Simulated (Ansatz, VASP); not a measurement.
## Two plane-wave programs on Sn

```
Sn
1.0
    -1.90444    1.90444    1.90444
     1.90444   -1.90444    1.90444
     1.90444    1.90444   -1.90444
Sn
1
Direct
  0.00000 0.00000 0.00000
```

Alike in both runs: functional PBE; k mesh 15 × 15 × 15; occupations fermi-dirac, width 0.1 eV; no spin polarisation.

Ansatz relaxed the structure, and its values are those at the end. VASP's run is a single point on that final structure, the one shown.

|  | VASP | Ansatz |
| --- | --- | --- |
| version | VASP 6.6.1 | Ansatz 0.2.0 |
| potentials or method | VASP PAW PBE potentials, release 64 (Sn_d) | PAW with Ansatz's default frozen-core files, scalar-relativistic |
| plane-wave cutoff (eV) | 520 | 420 |
| valence electrons in the cell | 14 | 14 |

|  | VASP | Ansatz | Ansatz less VASP |
| --- | --- | --- | --- |
| pressure (GPa) | -0.1 | 0.0 | +0.06 |
